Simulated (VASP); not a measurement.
Rh: single point with PBEsol

The system is Rh.

```xyz
1
Lattice="0.0000 2.0074 1.7063 2.0074 0.0000 1.7063 2.0074 2.0074 0.0000" Properties=species:S:1:pos:R:3 pbc="T T T"
Rh    0.0000    0.0000    0.0000
```

This cell differs from its parent crystal: ratio of the length along z to the lengths across it x 0.85, volume and fractional coordinates fixed.

- Program: VASP 6.6.1
- Task: single point
- Functional: PBEsol
- Potentials or basis: VASP PAW PBE potentials, release 64 (Rh_pv)
- Cutoff: 520 eV
- k mesh: 24 × 24 × 24
- Occupations: gaussian, width 0.15 eV
- Spin: no spin polarisation
- Dipole correction: no
- Further INCAR settings: ALGO = Fast; EDIFF = 1e-06; NBANDS = 14

The pressure is -1.9 GPa. The band gap on the k mesh is zero (an odd number of electrons rules out a gap without spin polarisation).

Stress tensor (GPa, compression positive):
```
-11.47   0.00   0.00
  0.00 -11.47   0.00
  0.00   0.00  17.38
```

Levels at points of the mesh, in eV from the Fermi level:
| k point | band 4 | band 5 | band 6 | band 7 | band 8 | band 9 | band 10 | band 11 |
| --- | --- | --- | --- | --- | --- | --- | --- | --- |
| (0.00, 0.00, 0.00) | -7.99 | -3.37 | -3.37 | -2.00 | -1.87 | -0.21 | 16.47 | 19.82 |
| (0.50, 0.00, 0.00) | -6.11 | -3.96 | -2.01 | 0.15 | 0.80 | 1.13 | 8.82 | 15.12 |
| (0.50, 0.50, 0.00) | -6.25 | -6.05 | 0.66 | 1.10 | 1.10 | 5.81 | 11.37 | 11.37 |
| (0.50, 0.00, 0.50) | -6.24 | -5.62 | 0.33 | 0.38 | 1.53 | 2.15 | 10.83 | 13.58 |

Wall time 4.2 min on 1 thread of Intel Xeon 8259CL, on a shared host, peak memory 0.3 GiB.

Caveat: the stress differs along the axes, from -11 to 17 GPa; the PAW data sets were made with another functional, which shifts forces and pressure a little.
